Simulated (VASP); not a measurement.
Here is a VASP 6.6.1 calculation.

The input INCAR:

```
SYSTEM = CaO
PREC = Accurate ; ENCUT = 520
EDIFF = 1E-8 ; ISMEAR = -1
SIGMA = 0.05 ; LREAL = .False.
LASPH = .True. ; NELM = 80
ALGO = Normal ; ISIF = 2
LWAVE = .False. ; LCHARG = .False.
GGA = PE ; LEFG = .True.
NBANDS = 15
```

The input KPOINTS:

```
Automatic mesh
0
Gamma
  11 11 11
  0 0 0
```

File POSCAR:

```
CaO
1.0
    0.0000000000      2.6391936432      2.6391936432
    2.6391936432      0.0000000000      2.6391936432
    2.6391936432      2.6391936432      0.0000000000
Ca O
1 1
Direct
    0.0000000000      0.0000000000      0.0000000000
    0.2500000000      0.2500000000      0.2500000000
```

Potentials or basis: VASP PAW PBE potentials, release 64 (Ca_sv, O).

Launch:

```sh
$ cat potpaw_PBE.64/Ca_sv/POTCAR potpaw_PBE.64/O/POTCAR > POTCAR
$ mpirun -np 1 vasp_std > vasp.out
```

Task: Estimate the band gap on the k mesh.

Result: 3.21 eV, indirect (least direct gap 3.76 eV).

Task: Estimate the pressure.

Result: -1.0 GPa.

Caveat: without QUAD_EFG the Cq values of the log hold for a quadrupole moment of 1 mb, not for the nuclei. A k mesh can miss the band edges.
